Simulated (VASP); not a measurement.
# Y (Fm-3m) in VASP: further runs

Runs on Y. Level: r2SCAN. Tasks: single point, relaxation of cell and atoms.

All numbers are computed with VASP 6.6.1; they aren't measurements. Logs are shortened: lines on timing, memory, paths and dates and some standing lists are left out, and cuts for length are marked.

### 1 The cell of the first run

Symmetry: Fm-3m, No. 225, cubic system. The conventional cell has a = 4.125 Å, b = 4.125 Å, c = 4.125 Å, α = 90.00°, β = 90.00°, γ = 90.00°. Y (site symmetry m-3m) has 12 Y at 2.92 Å within 3.8 Å.

This isn't the form of Y at room conditions, which is hcp.

### 2 Single point, r2SCAN

File POSCAR:

```
Y
1.0
    0.0000000000      2.0626721116      2.0626721116
    2.0626721116      0.0000000000      2.0626721116
    2.0626721116      2.0626721116      0.0000000000
Y
1
Direct
    0.0000000000      0.0000000000      0.0000000000
```

File INCAR.step1:

```
  ALGO = Normal
  EDIFF = 1E-5
  ENCUT = 550
  GGA = PE
  GGA_COMPAT = F
  ISMEAR = -1
  LASPH = T
  LCHARG = F
  LREAL = F
  LWAVE = T
  NBANDS = 12
  NELM = 120
  PREC = Accurate
  SIGMA = 0.1
```

File INCAR.step2:

```
  ALGO = Normal
  EDIFF = 1E-6
  ENCUT = 550
  GGA_COMPAT = F
  ISIF = 2
  ISMEAR = -1
  ISTART = 1
  LASPH = T
  LCHARG = F
  LMIXTAU = T
  LREAL = F
  LWAVE = F
  METAGGA = R2SCAN
  NBANDS = 12
  NELM = 120
  PREC = Accurate
  SIGMA = 0.1
```

File KPOINTS:

```
k-points
0
Gamma
  14 14 14
```

Potentials or basis: VASP PAW PBE potentials, release 64 (Y_sv).

Run with:

```sh
> cat potpaw_PBE.64/Y_sv/POTCAR > POTCAR
> cp INCAR.step1 INCAR
> mpirun -np 1 vasp_std > vasp.out
> cp INCAR.step2 INCAR
> mpirun -np 1 vasp_std > vasp.out
```

OUTCAR:

```text
EDIFF = 1E-6
   ENCUT = 550
   ISIF = 2
   ISMEAR = -1
   ISTART = 1
   LASPH = T
   LREAL = F
   METAGGA = R2SCAN
   NELM = 120
   PREC = Accurate

 ion  position               nearest neighbor table
   1  0.000  0.000  0.000-

  LATTYP: Found a face centered cubic cell.
 ALAT       =     4.1253442232

  Lattice vectors:

 A1 = (   0.0000000000,   2.0626721116,   2.0626721116)
 A2 = (   2.0626721116,   0.0000000000,   2.0626721116)
 A3 = (   2.0626721116,   2.0626721116,   0.0000000000)

Analysis of symmetry for initial positions (statically):
=====================================================================
 Subroutine PRICEL returns:
 Original cell was already a primitive cell.

 Routine SETGRP: Setting up the symmetry group for a
 face centered cubic supercell.

 Subroutine GETGRP returns: Found 48 space group operations
 (whereof 48 operations were pure point group operations)
 out of a pool of 48 trial point group operations.

The static configuration has the point symmetry O_h .

Analysis of symmetry for dynamics (positions and initial velocities):
=====================================================================
 Subroutine PRICEL returns:
 Original cell was already a primitive cell.

 Routine SETGRP: Setting up the symmetry group for a
 face centered cubic supercell.

 Subroutine GETGRP returns: Found 48 space group operations
 (whereof 48 operations were pure point group operations)
 out of a pool of 48 trial point group operations.

The dynamic configuration has the point symmetry O_h .

 Subroutine INISYM returns: Found 48 space group operations
 (whereof 48 operations are pure point group operations),
 and found     1 'primitive' translations

----------------------------------------------------------------------------------------

                                     Primitive cell

  volume of cell :      17.5518

  direct lattice vectors                    reciprocal lattice vectors
     0.000000000  2.062672112  2.062672112    -0.242404014  0.242404014  0.242404014
     2.062672112  0.000000000  2.062672112     0.242404014 -0.242404014  0.242404014
     2.062672112  2.062672112  0.000000000     0.242404014  0.242404014 -0.242404014

  length of vectors
     2.917058875  2.917058875  2.917058875     0.419856069  0.419856069  0.419856069

  position of ions in fractional coordinates (direct lattice)
     0.000000000  0.000000000  0.000000000

  ion indices of the primitive-cell ions
   primitive index   ion index
                 1           1

----------------------------------------------------------------------------------------

 KPOINTS: k-points

Automatic generation of k-mesh.
 Grid dimensions read from file:
 generate k-points for:   14   14   14

 Generating k-lattice:

  Cartesian coordinates                     Fractional coordinates (reciprocal lattice)
    -0.017314572  0.017314572  0.017314572     0.071428571  0.000000000  0.000000000
     0.017314572 -0.017314572  0.017314572     0.000000000  0.071428571  0.000000000
     0.017314572  0.017314572 -0.017314572     0.000000000  0.000000000  0.071428571

  Length of vectors
     0.029989719  0.029989719  0.029989719

  Shift w.r.t. Gamma in fractional coordinates (k-lattice)
     0.000000000  0.000000000  0.000000000

 Subroutine IBZKPT returns following result:
 ===========================================

 Found    104 irreducible k-points:

 Following reciprocal coordinates:
            Coordinates               Weight
  0.000000  0.000000  0.000000      1.000000
  0.071429  0.000000  0.000000      8.000000
  0.142857  0.000000  0.000000      8.000000
  0.214286  0.000000  0.000000      8.000000
  0.285714  0.000000  0.000000      8.000000
  0.357143  0.000000  0.000000      8.000000
[... 16 lines left out ...]
  0.214286  0.142857  0.000000     24.000000
  0.285714  0.142857  0.000000     24.000000
 [... further k-points ...]
   k-points           NKPTS =    104   k-points in BZ     NKDIM =    104   number of bands    NBANDS=     12
   number of dos      NEDOS =    301   number of ions     NIONS =      1
   total plane-waves  NPLWV =  13824
   dimension x,y,z NGX =    24 NGY =   24 NGZ =   24
   dimension x,y,z NGXF=    48 NGYF=   48 NGZF=   48
   ions per type =               1
   NGX,Y,Z   is equivalent  to a cutoff of  13.68, 13.68, 13.68 a.u.
   NGXF,Y,Z  is equivalent  to a cutoff of  27.36, 27.36, 27.36 a.u.
 SYSTEM =  unknown system
   PREC   = accura    normal or accurate (medium, high low for compatibility)
   ISTART =      1    job   : 0-new  1-cont  2-samecut
   ICHARG =      0    charge: 1-file 2-atom 10-const
   ISPIN  =      1    spin polarized calculation?
   LNONCOLLINEAR =      F non collinear calculations
   LSORBIT =      F    spin-orbit coupling
   LASPH  =      T    aspherical Exc in radial PAW
   ENCUT  =  550.0 eV  40.42 Ry    6.36 a.u.   5.58  5.58  5.58*2*pi/ulx,y,z
   NELM   =    120;   NELMIN=  2; NELMDL=  0     # of ELM steps
[... 57 lines left out ...]
      1     -36.8060      2.00000
      2     -14.2812      2.00000
      3     -14.2812      2.00000
      4     -14.2812      2.00000
      5       2.2570      2.00000
      6       9.3109      0.00000
      7       9.3109      0.00000
      8       9.3109      0.00000
      9      13.5032      0.00000
     10      13.5032      0.00000
     11      17.7803      0.00000
     12      23.7656      0.00000

 k-point     2 :       0.0714    0.0000    0.0000
  band No.  band energies     occupation
      1     -36.7705      2.00000
      2     -14.4879      2.00000
      3     -14.3025      2.00000
      4     -14.3025      2.00000
      5       2.5417      2.00000
      6       9.0079      0.00000
      7       9.4345      0.00000
      8       9.4345      0.00000
      9      13.3007      0.00000
     10      13.3007      0.00000
     11      18.4139      0.00000
     12      22.8970      0.00000

 k-point     3 :       0.1429    0.0000    0.0000
  band No.  band energies     occupation
      1     -36.6700      2.00000
      2     -15.0407      2.00000
      3     -14.3617      2.00000
      4     -14.3617      2.00000
      5       3.2734      2.00000
      6       8.4130      0.00000
      7       9.7137      0.00000
      8       9.7137      0.00000
      9      12.9314      0.00000
     10      12.9314      0.00000
     11      19.6885      0.00000
     12      21.8460      0.00000

 k-point     4 :       0.2143    0.0000    0.0000
  band No.  band energies     occupation
      1     -36.5208      2.00000
      2     -15.7842      2.00000
      3     -14.4456      2.00000
      4     -14.4456      2.00000
      5       4.0643      2.00000
      6       8.1254      0.00001
      7       9.8396      0.00000
      8       9.8396      0.00000
      9      12.9451      0.00000
     10      12.9451      0.00000
     11      19.3107      0.00000
     12      23.2685      0.00000

 k-point     5 :       0.2857    0.0000    0.0000
  band No.  band energies     occupation
      1     -36.3495      2.00000
      2     -16.5511      2.00000
      3     -14.5365      2.00000
      4     -14.5365      2.00000
      5       4.3842      2.00000
      6       8.6624      0.00000
      7       9.5987      0.00000
      8       9.5988      0.00000
      9      13.6802      0.00000
     10      13.6802      0.00000
     11      18.3968      0.00000
     12      25.7250      0.00000
[... 228 lines left out ...]
      1     -36.7134      2.00000
      2     -14.7642      2.00000
      3     -14.4141      2.00000
      4     -14.3039      2.00000
      5       2.9818      2.00000
      6       8.5608      0.00000
      7       9.5994      0.00000
      8       9.6864      0.00000
      9      12.6728      0.00000
     10      13.4053      0.00000
     11      19.3409      0.00000
     12      22.3708      0.00000

 k-point    22 :       0.1429    0.1429    0.0000
  band No.  band energies     occupation
      1     -36.6249      2.00000
      2     -15.0148      2.00000
      3     -14.5240      2.00000
      4     -14.5240      2.00000
      5       3.6162      2.00000
      6       7.6828      0.00074
      7      10.2155      0.00000
      8      10.2155      0.00000
      9      11.3296      0.00000
     10      13.9695      0.00000
     11      20.7549      0.00000
     12      23.4159      0.00000

 k-point    23 :       0.2143    0.1429    0.0000
  band No.  band energies     occupation
      1     -36.5137      2.00000
      2     -15.4948      2.00000
      3     -14.6386      2.00000
      4     -14.6116      2.00000
      5       4.2914      2.00000
      6       7.1374      0.15938
      7      10.0408      0.00000
      8      10.6229      0.00000
      9      11.3473      0.00000
     10      14.1802      0.00000
     11      21.9751      0.00000
     12      23.0328      0.00000

 k-point    24 :       0.2857    0.1429    0.0000
  band No.  band energies     occupation
      1     -36.3656      2.00000
      2     -16.1297      2.00000
      3     -14.7453      2.00000
      4     -14.7185      2.00000
      5       4.9042      2.00000
      6       6.9863      0.56349
      7       9.2230      0.00000
      8      10.7319      0.00000
      9      12.5094      0.00000
     10      14.6825      0.00000
     11      21.2339      0.00000
     12      24.8861      0.00000

 [... further k-points ...]
[... 5 lines left out ...]
  --------------------------------------------------------------------------------------
  -------------------------------------------------------------------------------------
  Total        6.5977049      6.5977049      6.5977049      0.0000000      0.0000000     -0.0000000
  in kB      602.2584269    602.2584269    602.2584269      0.0000000      0.0000000     -0.0000000
  external PRESSURE =     602.2584269 kB  Pullay stress =       0.0000000 kB

 VOLUME and BASIS-vectors are now :
 -----------------------------------------------------------------------------
  energy-cutoff  :      550.00
  volume of cell :       17.55
      direct lattice vectors                 reciprocal lattice vectors
     0.000000000  2.062672112  2.062672112    -0.242404014  0.242404014  0.242404014
     2.062672112  0.000000000  2.062672112     0.242404014 -0.242404014  0.242404014
     2.062672112  2.062672112  0.000000000     0.242404014  0.242404014 -0.242404014

 POSITION                                       TOTAL-FORCE (eV/Angst)
 -----------------------------------------------------------------------------------
      0.00000      0.00000      0.00000         0.000000      0.000000      0.000000
 -----------------------------------------------------------------------------------
    total drift:                                0.000000      0.000000      0.000000

  FREE ENERGIE OF THE ION-ELECTRON SYSTEM (eV)
  ---------------------------------------------------
  free  energy   TOTEN  =       -18.2851055963 eV

  energy  without entropy=      -18.2500799893  energy(sigma->0) =      -18.26759279
```

Wall time 59 s (1 thread of Intel Xeon Platinum 8488C (Sapphire Rapids), shared host); peak memory 0.18 GiB.

Results:

* Free energy: -18.2851 eV
* Pressure: 60.2 GPa
* Band gap on the k mesh: zero (an odd number of electrons rules out a gap without spin polarisation)

Caveat: the cell stands under pressure; the PAW data sets were made with another functional, which shifts forces and pressure a little.

### 3 Single point, r2SCAN

This run uses another cell than the first one, of 20.03 Å³/atom.

File POSCAR:

```
Y
1.0
    0.0000000000      2.1555655158      2.1555655158
    2.1555655158      0.0000000000      2.1555655158
    2.1555655158      2.1555655158      0.0000000000
Y
1
Direct
    0.0000000000      0.0000000000      0.0000000000
```

INCAR.step1 is that of step 2.

INCAR.step2 is that of step 2.

KPOINTS is that of step 2.

Potentials or basis: VASP PAW PBE potentials, release 64 (Y_sv).

Run with:

```sh
> cat potpaw_PBE.64/Y_sv/POTCAR > POTCAR
> cp INCAR.step1 INCAR
> mpirun -np 1 vasp_std > vasp.out
> cp INCAR.step2 INCAR
> mpirun -np 1 vasp_std > vasp.out
```

It took 49 s on 1 thread of Intel Xeon Platinum 8488C (Sapphire Rapids), shared host; peak memory 0.18 GiB.

The run converged. Its results:

- Free energy: -19.0533 eV
- Pressure: 40.1 GPa
- Band gap on the k mesh: zero (an odd number of electrons rules out a gap without spin polarisation)

Levels at points of the mesh, in eV from the Fermi level:
```
           k point  band 3  band 4  band 5  band 6  band 7  band 8
(0.00, 0.00, 0.00)  -21.59  -21.59   -4.98    2.44    2.44    2.44
(0.50, 0.00, 0.00)  -21.89  -21.89   -2.66    2.04    2.04    3.15
(0.50, 0.50, 0.00)  -22.45  -22.45   -3.39   -2.23    5.82    8.82
```

Caveat: the cell stands under pressure; the PAW data sets were made with another functional, which shifts forces and pressure a little.

### 4 Single point, r2SCAN

This run uses another cell than the first one, of 24.01 Å³/atom.

File POSCAR:

```
Y
1.0
    0.0000000000      2.2896024814      2.2896024814
    2.2896024814      0.0000000000      2.2896024814
    2.2896024814      2.2896024814      0.0000000000
Y
1
Direct
    0.0000000000      0.0000000000      0.0000000000
```

File INCAR.step1:

```
SYSTEM = Y
PREC = Accurate
ENCUT = 550
ISMEAR = -1
SIGMA = 0.1
LREAL = .FALSE.
LASPH = .TRUE.
NELM = 120
NBANDS = 12
GGA = PE
ALGO = Normal
EDIFF = 1E-5
LWAVE = .TRUE.
LCHARG = .FALSE.
GGA_COMPAT = .FALSE.
```

File INCAR.step2:

```
SYSTEM = Y
PREC = Accurate
ENCUT = 550
EDIFF = 1E-6
ISMEAR = -1
SIGMA = 0.1
LREAL = .FALSE.
LASPH = .TRUE.
NELM = 120
ALGO = Normal
ISIF = 2
LWAVE = .FALSE.
LCHARG = .TRUE.
METAGGA = R2SCAN
LMIXTAU = .TRUE.
LELF = .TRUE.
LVHAR = .TRUE.
NBANDS = 12
ISTART = 1
GGA_COMPAT = .FALSE.
```

File KPOINTS:

```
Automatic mesh
0
G
  14 14 14
  0 0 0
```

Run with:

```sh
> cat potpaw_PBE.64/Y_sv/POTCAR > POTCAR
> cp INCAR.step1 INCAR
> mpirun -np 1 vasp_std > vasp.out
> cp INCAR.step2 INCAR
> mpirun -np 1 vasp_std > vasp.out
```

Wall time 1.9 min (1 thread of Intel Xeon Platinum 8488C (Sapphire Rapids), shared host); peak memory 0.21 GiB.

It converged, with:

```
Free energy            : -19.7785 eV
Pressure               : 20.1 GPa
Band gap on the k mesh : zero (an odd number of electrons rules out a gap without spin polarisation)
```

Levels at points of the mesh, in eV from the Fermi level:
| k point | band 3 | band 4 | band 5 | band 6 | band 7 | band 8 |
| --- | --- | --- | --- | --- | --- | --- |
| (0.00, 0.00, 0.00) | -22.19 | -22.19 | -5.18 | 2.35 | 2.35 | 2.35 |
| (0.50, 0.00, 0.00) | -22.37 | -22.37 | -2.39 | 1.83 | 2.04 | 2.04 |
| (0.50, 0.50, 0.00) | -22.71 | -22.71 | -2.68 | -1.59 | 4.00 | 7.55 |

Caveat: the cell stands under pressure; the PAW data sets were made with another functional, which shifts forces and pressure a little.

### 5 Single point, r2SCAN

This run uses another cell than the first one, of 33.36 Å³/atom.

File POSCAR:

```
Y
1.0
    0.0000000000      2.5550881301      2.5550881301
    2.5550881301      0.0000000000      2.5550881301
    2.5550881301      2.5550881301      0.0000000000
Y
1
Direct
    0.0000000000      0.0000000000      0.0000000000
```

File INCAR.step1:

```
  ALGO = Normal
  EDIFF = 1E-5
  ENCUT = 550
  GGA = PE
  GGA_COMPAT = F
  ISMEAR = -1
  LASPH = T
  LCHARG = F
  LREAL = F
  LWAVE = T
  NBANDS = 12
  NELM = 120
  PREC = Accurate
  SIGMA = 0.1
```

File INCAR.step2:

```
  ALGO = Normal
  EDIFF = 1E-6
  ENCUT = 550
  GGA_COMPAT = F
  ISIF = 2
  ISMEAR = -1
  ISTART = 1
  LASPH = T
  LCHARG = T
  LELF = T
  LMIXTAU = T
  LREAL = F
  LVHAR = T
  LWAVE = F
  METAGGA = R2SCAN
  NBANDS = 12
  NELM = 120
  PREC = Accurate
  SIGMA = 0.1
```

File KPOINTS:

```
k-points
0
Gamma
  14 14 14
```

Run with:

```sh
> cat potpaw_PBE.64/Y_sv/POTCAR > POTCAR
> cp INCAR.step1 INCAR
> mpirun -np 1 vasp_std > vasp.out
> cp INCAR.step2 INCAR
> mpirun -np 1 vasp_std > vasp.out
```

Run time: 1.9 min. Hardware: 1 thread of Intel Xeon Platinum 8488C (Sapphire Rapids), shared host; peak memory 0.21 GiB.

Results (log left out):

| Quantity | Value |
| --- | --- |
| Free energy | -20.2503 eV |
| Pressure | 0.1 GPa |
| Band gap on the k mesh | zero (an odd number of electrons rules out a gap without spin polarisation) |

Levels at points of the mesh, in eV from the Fermi level:
```tsv
k point	band 2	band 3	band 4	band 5	band 6	band 7	band 8	band 9
(0.00, 0.00, 0.00)	-23.29	-23.29	-23.29	-4.97	2.02	2.02	2.02	4.10
(0.50, 0.00, 0.00)	-23.84	-23.37	-23.37	-1.98	0.37	1.84	1.84	5.51
(0.50, 0.50, 0.00)	-23.81	-23.49	-23.49	-1.75	-0.80	1.91	5.55	5.91
```

Caveat: the PAW data sets were made with another functional, which shifts forces and pressure a little.

### 6 Relaxation of cell and atoms, r2SCAN

This run uses another cell than the first one, of 32.97 Å³/atom.

File POSCAR:

```
Y
1.0
    0.0000000000      2.5450000000      2.5450000000
    2.5450000000      0.0000000000      2.5450000000
    2.5450000000      2.5450000000      0.0000000000
Y
1
Direct
    0.0000000000      0.0000000000      0.0000000000
```

File INCAR.step1:

```
PREC = Accurate ; ENCUT = 550
ISMEAR = -1 ; SIGMA = 0.1
LREAL = F ; LASPH = T
NELM = 120 ; GGA = PE
ALGO = Normal ; EDIFF = 1E-5
LWAVE = T ; LCHARG = F
GGA_COMPAT = F ; IBRION = 2
ISIF = 3 ; EDIFFG = -0.005
NELMIN = 4 ; NSW = 100
```

File INCAR.step2:

```
PREC = Accurate ; ENCUT = 550
EDIFF = 1E-7 ; ISMEAR = -1
SIGMA = 0.1 ; LREAL = F
LASPH = T ; NELM = 120
ALGO = Normal ; ISIF = 3
LWAVE = F ; LCHARG = F
METAGGA = R2SCAN ; LMIXTAU = T
IBRION = 2 ; NSW = 80
EDIFFG = -0.01 ; ISTART = 1
GGA_COMPAT = F ; NELMIN = 4
```

File KPOINTS:

```
regular mesh
0
Gamma
  14 14 14
```

Potentials or basis: VASP PAW PBE potentials, release 64 (Y_sv).

Run with:

```sh
> cat potpaw_PBE.64/Y_sv/POTCAR > POTCAR
> cp INCAR.step1 INCAR
> mpirun -np 1 vasp_std > vasp.out
> cp INCAR.step2 INCAR
> mpirun -np 1 vasp_std > vasp.out
```

Wall time 5.4 min (1 thread of Intel Xeon Platinum 8488C (Sapphire Rapids), shared host); peak memory 0.21 GiB.

It converged, with:

```
Free energy                           : -20.2503 eV
Relaxed volume                        : 33.42 Å³/atom
Relaxed cell                          : a = 3.616 Å, b = 3.616 Å, c = 3.616 Å, α = 60.00°, β = 60.00°, γ = 60.00°
Space group after relaxing (to 0.1 Å) : Fm-3m (No. 225)
Energy gained by relaxing             : 0.7 meV/atom
Ionic steps                           : 3
Pressure after relaxing               : 0.0 GPa
Band gap on the k mesh                : zero (an odd number of electrons rules out a gap without spin polarisation)
```

The path:
```csv
step,energy change (eV),largest force (eV/Å),pressure (GPa),volume (Å³)
1,0.0000,0.0000,0.52,32.97
2,-0.0007,0.0000,-0.06,33.48
3,-0.0007,0.0000,0.00,33.42
```

Final structure:
```yaml
crystal:
  lattice:
    - [0.00000, 2.55669, 2.55669]
    - [2.55669, 0.00000, 2.55669]
    - [2.55669, 2.55669, 0.00000]
  atoms:
    - { symbol: Y, position: [0.00000, 0.00000, 0.00000] }
```

Levels at points of the mesh, in eV from the Fermi level:
```csv
k point,band 3,band 4,band 5,band 6,band 7,band 8
"(0.00, 0.00, 0.00)",-23.30,-23.30,-4.96,2.02,2.02,2.02
"(0.50, 0.00, 0.00)",-23.37,-23.37,-1.97,0.37,1.84,1.84
"(0.50, 0.50, 0.00)",-23.49,-23.49,-1.74,-0.79,1.91,5.54
```

Caveat: the PAW data sets were made with another functional, which shifts forces and pressure a little.

### 7 Summary

| task | cell | gap on the mesh (eV) | pressure (GPa) |
| --- | --- | --- | --- |
| single point | a = 2.917 Å, angles 60.0°, 1 atom | none | 60.2 |
| single point | a = 3.048 Å, angles 60.0°, 1 atom | none | 40.1 |
| single point | a = 3.238 Å, angles 60.0°, 1 atom | none | 20.1 |
| single point | a = 3.613 Å, angles 60.0°, 1 atom | none | 0.1 |
| relaxation of cell and atoms | relaxed from a = 3.599 Å, angles 60.0°, 1 atom | none | 0.0 |

Alike in all rows: level r2SCAN; potentials or basis VASP PAW PBE potentials, release 64 (Y_sv); no spin polarisation; k mesh 14 × 14 × 14; cutoff (eV) 550; smearing fermi-dirac 0.1 eV.

Caveats: the PAW data sets were made with another functional, which shifts forces and pressure a little; the cell stands under pressure (at least some runs).

Absolute energies hang on the potentials; compare differences alone.
